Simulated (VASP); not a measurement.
Runs of VASP 6.6.1 on CuAs. The structure is that of space group P6_3/mmc (No. 194), or close to it. The cells are those of the table. 

```tsv
cell	gap on the mesh (eV)	pressure (GPa)
a = 3.603, b = 3.603, c = 5.247 Å, angles 90.0, 90.0, 120.0°, 4 atoms	none	3.6
a = 3.692, b = 3.692, c = 4.729 Å, angles 90.0, 90.0, 120.0°, 4 atoms	none	(b)
a = 3.603, b = 3.603, c = 4.469 Å, angles 90.0, 90.0, 120.0°, 4 atoms	none	36.3
a = 3.780, b = 3.780, c = 4.599 Å, angles 90.0, 90.0, 120.0°, 4 atoms	none	9.0
a = 3.692, b = 3.692, c = 4.988 Å, angles 90.0, 90.0, 120.0°, 4 atoms	none	3.4
a = 3.868, b = 3.868, c = 4.469 Å, angles 90.0, 90.0, 120.0°, 4 atoms	none	7.2
a = 3.603, b = 3.603, c = 5.117 Å, angles 90.0, 90.0, 120.0°, 4 atoms	none	7.2
a = 3.868, b = 3.868, c = 4.858 Å, angles 90.0, 90.0, 120.0°, 4 atoms	none	(a)
```

Alike in all rows: task single point; level LDA; potentials or basis VASP PAW LDA potentials, release 64 (Cu, As); no spin polarisation; k mesh 12 × 12 × 8; cutoff (eV) 520; smearing gaussian 0.15 eV.

Question: Fill in the values left out.

Answer: (a) -4.8; (b) 12.0.

A k mesh can miss the band edges, and the runs leave out spin-orbit coupling on As.

A gap of «none» marks levels without a gap at the run's occupations.
